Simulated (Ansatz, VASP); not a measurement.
# AlRu: VASP beside Ansatz

```xyz
2
Lattice="0.0000 2.4909 2.4909 2.4909 0.0000 2.4909 2.4909 2.4909 0.0000" Properties=species:S:1:pos:R:3 pbc="T T T"
Al    2.4909    2.4909    2.4909
Ru    0.0000    0.0000    0.0000
```

Alike in both runs: functional PBE; k mesh 20 × 20 × 20; occupations gaussian, width 0.1 eV; collinear spin.

Ansatz relaxed the structure, and its values are those at the end. VASP's run is a single point on that final structure, the one shown.

```csv
,VASP,Ansatz
version,VASP 6.6.1,Ansatz 0.2.0
potentials or method,"VASP PAW PBE potentials, release 64 (Al, Ru_pv), cutoff 520 eV","scalar-relativistic, plane waves, PAW"
valence electrons in the cell,17,19
```

```csv
,VASP,Ansatz,Ansatz less VASP
gap on the k mesh at the Fermi level (eV),none,none,-
pressure (GPa),0.0,0.0,-0.04
net moment per atom (μB),0.00,0.00,0.000
```

A gap of «none» marks a metal or a gap that the smearing closes. With one functional, cell and mesh, what is left measures potentials, basis and numerics. VASP's potentials hold 17 valence electrons a cell and Ansatz's 19, so a difference there can come from the potentials and not from the codes. Ansatz's warnings: seeded moment not kept.
